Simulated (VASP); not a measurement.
Here is a VASP 6.6.1 calculation.

POSCAR

```
Pd
1.0
    4.4078688743      0.0000000000      0.0000000000
   -2.2039344372      3.8173264217      0.0000000000
    0.0000000000      0.0000000000      2.6128316369
Pd
3
Direct
    0.0000000000      0.0000000000      1.0000000000
    0.3333333333      0.6666666667      0.5000000000
    0.6666666667      0.3333333333      0.5000000000
```

INCAR.step1

```
SYSTEM = Pd
ALGO     = Normal         ! electronic algorithm
EDIFF    = 1E-4           ! SCF threshold, eV
ENCUT    = 520            ! plane-wave cutoff, eV
GGA      = PE             ! functional
ISMEAR   = -1             ! smearing method
ISPIN    = 2              ! spin polarisation
LASPH    = .True.         ! aspherical terms in the spheres
LCHARG   = .False.        ! write CHGCAR
LMAXMIX  = 4              ! l up to which the mixer works
LREAL    = .False.        ! projectors in reciprocal space
LWAVE    = .True.         ! write WAVECAR
MAGMOM   = 0.291 0.241 0.241 ! initial moments
NBANDS   = 26             ! bands
NELM     = 150            ! most SCF steps
PREC     = Accurate       ! precision mode
SIGMA    = 0.05           ! smearing width, eV
```

Contents of INCAR.step2:

```
SYSTEM = Pd
ALGO     = Normal         ! electronic algorithm
EDIFF    = 1E-6           ! SCF threshold, eV
ENCUT    = 520            ! plane-wave cutoff, eV
ISIF     = 2              ! what is computed and relaxed
ISMEAR   = -1             ! smearing method
ISPIN    = 2              ! spin polarisation
ISTART   = 1            
LASPH    = .True.         ! aspherical terms in the spheres
LCHARG   = .False.        ! write CHGCAR
LMAXMIX  = 4              ! l up to which the mixer works
LMIXTAU  = .True.       
LORBIT   = 11             ! projections on sites
LREAL    = .False.        ! projectors in reciprocal space
LWAVE    = .False.        ! write WAVECAR
MAGMOM   = 0.291 0.241 0.241 ! initial moments
METAGGA  = R2SCAN         ! meta-GGA
NBANDS   = 26             ! bands
NELM     = 150            ! most SCF steps
PREC     = Accurate       ! precision mode
SIGMA    = 0.05           ! smearing width, eV
```

Contents of KPOINTS:

```
k-points
0
Gamma
  9 9 13
  0 0 0
```

Potentials or basis: VASP PAW PBE potentials, release 64 (Pd).

The run is started by

```console
$ cat potpaw_PBE.64/Pd/POTCAR > POTCAR
$ cp INCAR.step1 INCAR
$ mpirun -np 1 vasp_std > vasp.out
$ cp INCAR.step2 INCAR
$ mpirun -np 1 vasp_std > vasp.out
```

**Question.** Estimate the band gap on the k mesh.

**Answer.** Zero (filled and empty bands overlap).

**Question.** Estimate the net moment.

**Answer.** 0.00 μB per cell.

**Question.** Estimate the pressure.

**Answer.** 8.8 GPa.

Stress tensor (GPa, compression positive):
```
8.81 0.00 0.00
0.00 8.81 0.00
0.00 0.00 8.73
```

Caveat: the PAW data sets were made with another functional, which shifts forces and pressure a little.
